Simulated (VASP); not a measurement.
A run of VASP 6.6.1 is set up as follows.

Contents of POSCAR:

```
SiC
1.0
    0.0000000000      2.0692377362      2.2325986101
    2.0692377362      0.0000000000      2.2325986101
    2.0692377362      2.0692377362      0.0000000000
Si C
1 1
Direct
    0.0000000000      0.0000000000      0.0000000000
    0.7500000000      0.7500000000      0.7500000000
```

Contents of INCAR.step1:

```
SYSTEM = SiC
  PREC = Accurate
  ENCUT = 520
  ISMEAR = 0
  SIGMA = 0.05
  LREAL = .False.
  LASPH = .True.
  NELM = 60
  NBANDS = 11
  GGA = PE
  ALGO = Normal
  EDIFF = 1E-4
  LWAVE = .True.
  LCHARG = .False.
```

Contents of INCAR.step2:

```
SYSTEM = SiC
  PREC = Accurate
  ENCUT = 520
  EDIFF = 1E-6
  ISMEAR = 0
  SIGMA = 0.05
  LREAL = .False.
  LASPH = .True.
  NELM = 60
  ALGO = Normal
  ISIF = 2
  LWAVE = .False.
  LCHARG = .False.
  METAGGA = R2SCAN
  LMIXTAU = .True.
  NBANDS = 11
  ISTART = 1
```

KPOINTS

```
Automatic mesh
0
Gamma
  10 10 10
  0 0 0
```

Potentials or basis: VASP PAW PBE potentials, release 64 (Si, C).

Launch:

```bash
$ cat potpaw_PBE.64/Si/POTCAR potpaw_PBE.64/C/POTCAR > POTCAR
$ cp INCAR.step1 INCAR
$ mpirun -np 1 vasp_std > vasp.out
$ cp INCAR.step2 INCAR
$ mpirun -np 1 vasp_std > vasp.out
```

Problem. Predict the band gap on the k mesh.

Solution. 1.22 eV, indirect (least direct gap 5.07 eV).

Problem. Estimate the pressure.

Solution. 19.8 GPa.

Stress tensor (GPa, compression positive):
```
28.32  0.00  0.00
 0.00 28.32  0.00
 0.00  0.00  2.81
```

Caveat: the cell differs from its parent crystal (strain -0.050 along x and y, +0.025 along z); the PAW data sets were made with another functional, which shifts forces and pressure a little. A k mesh can miss the band edges.
